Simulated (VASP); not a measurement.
A run of VASP 6.6.1 is set up as follows.

Contents of INCAR:

```
SYSTEM = Sr
PREC = Accurate
ENCUT = 600
EDIFF = 1E-6
ISMEAR = 0
SIGMA = 0.05
LREAL = .False.
LASPH = .True.
NELM = 100
ALGO = Normal
ISIF = 3
LWAVE = .False.
LCHARG = .False.
GGA = PE
IBRION = 2
NSW = 80
EDIFFG = -0.02
```

File KPOINTS:

```
regular mesh
0
Gamma
  6 6 6
  0 0 0
```

The input POSCAR:

```
Sr
1.0
    0.0000000000      3.0423500000      3.0423500000
    3.0423500000      0.0000000000      3.0423500000
    3.0423500000      3.0423500000      0.0000000000
Sr
1
Direct
    0.0000000000      0.0000000000      0.0000000000
```

Potentials or basis: VASP PAW PBE potentials, release 64 (Sr_sv).

Command:

```console
$ cat potpaw_PBE.64/Sr_sv/POTCAR > POTCAR
$ mpirun -np 1 vasp_std > vasp.out
```

(1) Predict the space group after relaxing (to 0.1 Å).

(2) Estimate the relaxed volume.

(3) Predict the relaxed cell.

Answers

(1) Fm-3m (No. 225).

(2) 54.66 Å³/atom.

(3) a = 4.260 Å, b = 4.260 Å, c = 4.260 Å, α = 60.00°, β = 60.00°, γ = 60.00°.
